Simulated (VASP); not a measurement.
Here is a VASP 6.6.1 calculation.

Contents of POSCAR:

```
Pd
1.0
   -1.5722810000      1.5722810000      1.5722810000
    1.5722810000     -1.5722810000      1.5722810000
    1.5722810000      1.5722810000     -1.5722810000
Pd
1
Direct
    0.0000000000      0.0000000000      0.0000000000
```

The input INCAR.step1:

```
SYSTEM = Pd
PREC = Accurate ; ENCUT = 520
ISMEAR = -1 ; SIGMA = 0.05
LREAL = .FALSE. ; LASPH = .TRUE.
NELM = 100 ; NBANDS = 11
GGA = PE ; ALGO = Normal
EDIFF = 1E-4 ; LWAVE = .TRUE.
LCHARG = .FALSE.
```

The input INCAR.step2:

```
SYSTEM = Pd
PREC = Accurate ; ENCUT = 520
EDIFF = 1E-6 ; ISMEAR = -1
SIGMA = 0.05 ; LREAL = .FALSE.
LASPH = .TRUE. ; NELM = 100
ALGO = Normal ; ISIF = 2
LWAVE = .FALSE. ; LCHARG = .TRUE.
METAGGA = R2SCAN ; LMIXTAU = .TRUE.
LELF = .TRUE. ; LVHAR = .TRUE.
NBANDS = 11 ; ISTART = 1
```

File KPOINTS:

```
Automatic mesh
0
G
  12 12 12
  0 0 0
```

Potentials or basis: VASP PAW PBE potentials, release 64 (Pd).

Launch:

```console
$ cat potpaw_PBE.64/Pd/POTCAR > POTCAR
$ cp INCAR.step1 INCAR
$ mpirun -np 1 vasp_std > vasp.out
$ cp INCAR.step2 INCAR
$ mpirun -np 1 vasp_std > vasp.out
```

Problem. Estimate the band gap on the k mesh.

Solution. Zero (band 5 reaches 9.33 eV, above the bottom of band 6 at 7.69 eV).

Problem. Predict the pressure.

Solution. -5.1 GPa.

Caveat: the PAW data sets were made with another functional, which shifts forces and pressure a little.
